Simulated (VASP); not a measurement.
Here is a VASP 6.6.1 calculation.

The input POSCAR:

```
Ti
1.0
   -1.6410000000      1.6410000000      1.6410000000
    1.6410000000     -1.6410000000      1.6410000000
    1.6410000000      1.6410000000     -1.6410000000
Ti
1
Direct
    0.0000000000      0.0000000000      0.0000000000
```

File INCAR.step1:

```
PREC = Accurate
ENCUT = 520
ISMEAR = 0
SIGMA = 0.15
LREAL = False
LASPH = True
NELM = 80
NBANDS = 12
GGA = PE
ALGO = Normal
EDIFF = 1E-4
LWAVE = True
LCHARG = False
```

Contents of INCAR.step2:

```
PREC = Accurate
ENCUT = 520
EDIFF = 1E-6
ISMEAR = 0
SIGMA = 0.15
LREAL = False
LASPH = True
NELM = 80
ALGO = Normal
ISIF = 2
LWAVE = False
LCHARG = False
METAGGA = R2SCAN
LMIXTAU = True
NBANDS = 12
ISTART = 1
```

File KPOINTS:

```
regular mesh
0
Gamma
  10 10 10
```

Potentials or basis: VASP PAW PBE potentials, release 64 (Ti_sv).

Run with:

```sh
$ cat potpaw_PBE.64/Ti_sv/POTCAR > POTCAR
$ cp INCAR.step1 INCAR
$ mpirun -np 1 vasp_std > vasp.out
$ cp INCAR.step2 INCAR
$ mpirun -np 1 vasp_std > vasp.out
```

Q: Predict the pressure.

A: -2.5 GPa.

Q: Estimate the band gap on the k mesh.

A: Zero (band 6 reaches 9.06 eV, above the bottom of band 7 at 7.27 eV).

Caveat: the PAW data sets were made with another functional, which shifts forces and pressure a little.
